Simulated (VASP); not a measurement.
Zr2Br3Cl:

```xyz
6
Lattice="3.0089 -5.4151 0.0000 3.0089 5.4151 0.0000 0.0000 0.0000 4.9662" Properties=species:S:1:pos:R:3 pbc="T T T"
Zr    1.5044   -2.7075    2.4831
Zr    1.5044    2.7075    2.4831
Br    3.0089   -1.9273    0.0000
Br    3.0089    1.9273    0.0000
Br    3.0089    0.0000    2.4831
Cl    0.0000    0.0000    0.0000
```

The cell was generated, and may not be a known phase.

```yaml
Program: VASP 6.6.1
Task: relaxation of cell and atoms
Functional: PBE
Potentials_or_basis: VASP PAW PBE potentials, release 64 (Zr_sv, Br, Cl)
Cutoff: 600 eV
k_mesh: 4 × 4 × 4
Occupations: gaussian, width 0.1 eV
Spin: no spin polarisation
```

At the start: pressure -3.2 GPa; volume 26.97 Å³/atom.

**Question.** How do energy, volume and symmetry change on relaxing?

**Answer.** Over 9 steps the energy falls by 49.8 meV/atom and the volume is 25.66 Å³/atom (-4.9 %); space group Cmmm (No. 65, to 0.1 Å) before and after.

Step by step:
| step | energy change (eV) | largest force (eV/Å) | pressure (GPa) | volume (Å³) |
| --- | --- | --- | --- | --- |
| 1 | 0.0000 | 0.6701 | -3.20 | 161.83 |
| 2 | -0.1948 | 0.4973 | 0.84 | 149.48 |
| 3 | -0.1948 | 0.4985 | 0.82 | 149.55 |
| 4 | -0.2358 | 0.4075 | 0.59 | 150.76 |
| 5 | -0.2789 | 0.1844 | 0.20 | 153.74 |
| 6 | -0.2924 | 0.1294 | -0.38 | 155.22 |
| 7 | -0.2935 | 0.1081 | -0.58 | 155.77 |
| 8 | -0.2984 | 0.0026 | 0.20 | 153.39 |
| 9 | -0.2990 | 0.0286 | 0.01 | 153.96 |

Final structure:
```yaml
crystal:
  lattice:
    - [2.99507, -5.48313, 0.00000]
    - [2.99507, 5.48313, 0.00000]
    - [0.00000, 0.00000, 4.68749]
  atoms:
    - { symbol: Zr, position: [0.50000, 0.00000, 0.50000] }
    - { symbol: Zr, position: [0.00000, 0.50000, 0.50000] }
    - { symbol: Br, position: [0.69466, 0.30534, 0.00000] }
    - { symbol: Br, position: [0.30534, 0.69466, 0.00000] }
    - { symbol: Br, position: [0.50000, 0.50000, 0.50000] }
    - { symbol: Cl, position: [0.00000, 0.00000, 0.00000] }
```
